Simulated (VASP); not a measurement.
InP:

```
CELL_PARAMETERS angstrom
0.00000 2.75025 2.75025
2.75025 0.00000 2.75025
2.75025 2.75025 0.00000
ATOMIC_POSITIONS crystal
In 0.00000 0.00000 0.00000
P 0.50000 0.50000 0.50000
```

Base run:

| Item | Value |
| --- | --- |
| Program | VASP 6.6.1 |
| Functional | LDA |
| Potentials or basis | VASP PAW LDA potentials, release 64 (In_d, P) |
| Cutoff | 520 eV |
| k mesh | 8 × 8 × 8 |
| Occupations | fermi-dirac, width 0.05 eV |
| Spin | no spin polarisation |

Its results: band gap on the k mesh zero (band 9 reaches 7.43 eV, above the bottom of band 10 at 4.70 eV); pressure -3.7 GPa.

**Question.** The run is repeated on the same cell with these changes: functional from LDA to PBE; potentials or basis from VASP PAW LDA potentials, release 64 (In_d, P) to VASP PAW PBE potentials, release 64 (In_d, P). What comes out?

**Answer.** Band gap on the k mesh zero (band 9 reaches 7.60 eV, above the bottom of band 10 at 4.90 eV); pressure 1.5 GPa.

Caveats: spin-orbit coupling is left out, which moves the levels of the heavy elements.
